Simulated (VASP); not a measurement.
Write the native input for VASP 6.6.1 that does the following.

```
Task                   : single point
Functional             : PBE
Potentials or basis    : VASP PAW PBE potentials, release 64 (Ag)
Cutoff                 : 520 eV
k mesh                 : 4 × 4 × 4
Occupations            : gaussian, width 0.1 eV
Spin                   : no spin polarisation
Dipole correction      : no
Further INCAR settings : ALGO = Fast; EDIFF = 1e-07; NBANDS = 30
```

The structure of Ag lies in POSCAR:

```
Ag
1.0
    5.9761290600      0.0000000000      0.0000000000
    0.0000000000      5.9761290600      0.0000000000
    0.0000000000      0.0000000000      4.0526125200
Ag
4
Direct
    0.1577016000      0.5000000000      0.0000000000
    0.8422984000      0.5000000000      0.0000000000
    0.5000000000      0.1577016000      0.0000000000
    0.5000000000      0.8422984000      0.0000000000
```

The cell was generated, and may not be a known phase.

One way to write it, as run:

INCAR

```
PREC = Accurate ; ENCUT = 520
EDIFF = 1E-7 ; ISMEAR = 0
SIGMA = 0.1 ; LREAL = F
LASPH = T ; NELM = 60
ALGO = Fast ; ISIF = 2
LWAVE = F ; LCHARG = T
GGA = PE ; LELF = T
LVHAR = T ; NBANDS = 30
```

KPOINTS

```
regular mesh
0
Gamma
  4 4 4
```

Potentials or basis: VASP PAW PBE potentials, release 64 (Ag).

Run with:

```sh
$ cat potpaw_PBE.64/Ag/POTCAR > POTCAR
$ mpirun -np 1 vasp_std > vasp.out
```

It gave:

```json
{
  "Pressure": "27.7 GPa",
  "Largest force": "22.007 eV/Å",
  "Band gap on the k mesh": "zero (bands 22 and 23 overlap by 1.45 eV)"
}
```

Caveat: the k points lie up to 0.39 Å⁻¹ apart, too coarse for converged energies and pressures of a metal; atoms lie so close that the PAW spheres overlap strongly, which falsifies energies and pressures; forces of over 1 eV/Å act on the atoms, so gaps and moduli don't describe the material at rest.

It took 60 s on 1 thread of Intel(R) Xeon(R) Platinum 8488C (Sapphire Rapids), with other jobs on the host, peak memory 0.27 GiB.
